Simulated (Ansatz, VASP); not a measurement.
# Hf2F3: VASP beside Ansatz

```xyz
5
Lattice="4.4618 0.0000 0.0000 0.0000 4.4618 0.0000 0.0000 0.0000 4.4618" Properties=species:S:1:pos:R:3 pbc="T T T"
Hf    2.2309    2.2309    2.2309
Hf    0.0000    0.0000    0.0000
F     0.0000    2.2309    2.2309
F     2.2309    0.0000    2.2309
F     2.2309    2.2309    0.0000
```

Alike in both runs: task single point; functional PBE; k mesh 4 × 4 × 4; occupations gaussian, width 0.1 eV; no spin polarisation.

|  | VASP | Ansatz |
| --- | --- | --- |
| version | VASP 6.6.1 | Ansatz 0.2.0 |
| potentials or method | VASP PAW PBE potentials, release 64 (Hf_pv, F), cutoff 520 eV | scalar-relativistic, plane waves, PAW |
| valence electrons in the cell | 41 | 73 |

|  | VASP | Ansatz | Ansatz less VASP |
| --- | --- | --- | --- |
| gap on the k mesh at the Fermi level (eV) | none | none | - |
| pressure (GPa) | -5.4 | -4.2 | +1.23 |

A gap of «none» marks a metal or a gap that the smearing closes. VASP's potentials hold 41 valence electrons a cell and Ansatz's 73, so a difference there can come from the potentials and not from the codes.

Neither program's run includes spin-orbit coupling.
